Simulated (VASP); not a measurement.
Here is a VASP 6.6.1 calculation.

INCAR

```
SYSTEM = Sc
ALGO = Normal
EDIFF = 1E-7
ENCUT = 520
GGA = PS
ISIF = 2
ISMEAR = -1
LASPH = .TRUE.
LCHARG = .FALSE.
LREAL = .FALSE.
LWAVE = .FALSE.
NBANDS = 18
NELM = 60
PREC = Accurate
SIGMA = 0.05
```

KPOINTS

```
k-points
0
G
  11 11 11
  0 0 0
```

Contents of POSCAR:

```
Sc
1.0
    0.0000000000      2.6398718167      2.6398718167
    2.6398718167      0.0000000000      2.6398718167
    2.6398718167      2.6398718167      0.0000000000
Sc
2
Direct
   -0.1250000000     -0.1250000000     -0.1250000000
    0.1250000000      0.1250000000      0.1250000000
```

Potentials or basis: VASP PAW PBE potentials, release 64 (Sc_sv).

Launch:

```sh
$ cat potpaw_PBE.64/Sc_sv/POTCAR > POTCAR
$ mpirun -np 1 vasp_std > vasp.out
```

Problem. What does it give for the pressure?

Solution. 10.4 GPa.

Problem. What does it give for the band gap on the k mesh?

Solution. Zero (bands 11 and 12 overlap by 1.36 eV).

Caveat: the cell stands under pressure; the PAW data sets were made with another functional, which shifts forces and pressure a little.
